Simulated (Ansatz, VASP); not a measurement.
**BaS: VASP beside Ansatz**

```
Ba S
1.0
     0.00000    3.17935    3.17935
     3.17935    0.00000    3.17935
     3.17935    3.17935    0.00000
Ba S
1 1
Direct
  0.00000 0.00000 0.00000
  0.50000 0.50000 0.50000
```

Alike in both runs: task single point; functional r2SCAN; k mesh 6 × 6 × 6; no spin polarisation.

|  | VASP | Ansatz |
| --- | --- | --- |
| version | VASP 6.6.1 | Ansatz 0.2.0 |
| potentials or method | VASP PAW PBE potentials, release 64 (Ba_sv, S) | plane waves, PAW |
| plane-wave cutoff (eV) | 550 | 500 |
| occupations | gaussian, width 0.01 eV | fixed |
| valence electrons in the cell | 16 | 16 |

Ansatz gave:

* gap on the k mesh at the Fermi level (eV): 2.53
* pressure (GPa): 1.5

Question: What did VASP give for the same quantities?

Answer: gap on the k mesh at the Fermi level (eV): 2.44; pressure (GPa): 2.1.

VASP's potentials were made for PBE, not for r2SCAN.

Neither program's run includes spin-orbit coupling.
